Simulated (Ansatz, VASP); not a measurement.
# One calculation of MgO, two programs

```
CELL_PARAMETERS angstrom
3.41290 0.00000 0.00000
-1.70645 2.95566 0.00000
0.00000 0.00000 4.09988
ATOMIC_POSITIONS crystal
Mg 0.33333 0.66667 0.25000
Mg 0.66667 0.33333 0.75000
O 0.66667 0.33333 0.25000
O 0.33333 0.66667 0.75000
```

Alike in both runs: task single point; functional r2SCAN; k mesh 9 × 9 × 6; no spin polarisation.

|  | VASP | Ansatz |
| --- | --- | --- |
| version | VASP 6.6.1 | Ansatz 0.2.0 |
| potentials or method | VASP PAW PBE potentials, release 64 (Mg, O) | plane waves, PAW |
| plane-wave cutoff (eV) | 520 | 500 |
| occupations | gaussian, width 0.01 eV | fixed |
| valence electrons in the cell | 16 | 32 |

```csv
,VASP,Ansatz,Ansatz less VASP
gap on the k mesh at the Fermi level (eV),4.42,4.43,+0.013
pressure (GPa),9.0,9.7,+0.73
"traceless stress, the component that is largest in VASP (GPa)",0.22,0.43,+0.212
```

VASP's potentials were made for PBE, not for r2SCAN. VASP's potentials hold 16 valence electrons a cell and Ansatz's 32, so a difference there can come from the potentials and not from the codes.
